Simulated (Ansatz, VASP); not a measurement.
## Two plane-wave programs on H3Pt2

Contents of INCAR:

```
PREC = Accurate ; ENCUT = 520
EDIFF = 1E-6 ; ISMEAR = 0
SIGMA = 0.1 ; LREAL = F
LASPH = T ; NELM = 60
ALGO = Normal ; ISIF = 2
LWAVE = F ; LCHARG = F
GGA = PE ; NBANDS = 20
```

KPOINTS

```
regular mesh
0
Gamma
  6 6 4
```

The input POSCAR:

```
H3Pt2
1.0
    3.7438247800      0.0000000000      0.0000000000
   -1.8719123900      3.2422473700      0.0000000000
    0.0000000000      0.0000000000      4.5680130100
H Pt
3 2
Direct
    0.0000000000      0.0000000000      0.0000000000
    0.3333333300      0.6666666700      0.3499253400
    0.6666666700      0.3333333300      0.6500746600
    0.3333333300      0.6666666700      0.8395121100
    0.6666666700      0.3333333300      0.1604878900
```

Input for Ansatz:

```yaml
crystal:
  lattice:
    - [3.74382478, 0.0, 0.0]
    - [-1.87191239, 3.24224737, 0.0]
    - [0.0, 0.0, 4.56801301]
  atoms:
    - { symbol: H, position: [0.0, 0.0, 0.0] }
    - { symbol: H, position: [0.33333333, 0.66666667, 0.34992534] }
    - { symbol: H, position: [0.66666667, 0.33333333, 0.65007466] }
    - { symbol: Pt, position: [0.33333333, 0.66666667, 0.83951211] }
    - { symbol: Pt, position: [0.66666667, 0.33333333, 0.16048789] }
basis:
  ecutwfc: 420
kpoints:
  mp_grid: { grid: [6, 6, 4] }
hamiltonian:
  xc: pbe
scf:
  occupations: { method: gaussian, width: 0.1 }
  lower_state_search: "off"
output:
  forces: true
  stress: true
  eigenvalues: true
```

Change from the starting cell: species swapped into the Al3Cu2 type (P-3m1, No. 164).

Alike in both runs: task single point; functional PBE; k mesh 6 × 6 × 4; occupations gaussian, width 0.1 eV; no spin polarisation.

```csv
,VASP,Ansatz
version,VASP 6.6.1,Ansatz 0.2.0
potentials or method,"VASP PAW PBE potentials, release 64 (H, Pt), cutoff 520 eV","scalar-relativistic, plane waves, PAW"
valence electrons in the cell,23,39
```

Ansatz gave:

```
gap on the k mesh at the Fermi level (eV)                     : none
pressure (GPa)                                                : -10.7
traceless stress, the component that is largest in VASP (GPa) : -4.02
rms of the force components (eV/Å)                            : 1.034
```

Task: What did VASP give for the same quantities?

Result: gap on the k mesh at the Fermi level (eV): none; pressure (GPa): -11.0; traceless stress, the component that is largest in VASP (GPa): -3.99; rms of the force components (eV/Å): 1.024.

Atom by atom the forces differ by 0.010 eV/Å (rms over components). A gap of «none» marks a metal or a gap that the smearing closes. VASP's potentials hold 23 valence electrons a cell and Ansatz's 39, so a difference there can come from the potentials and not from the codes.

Spin-orbit coupling is off throughout.
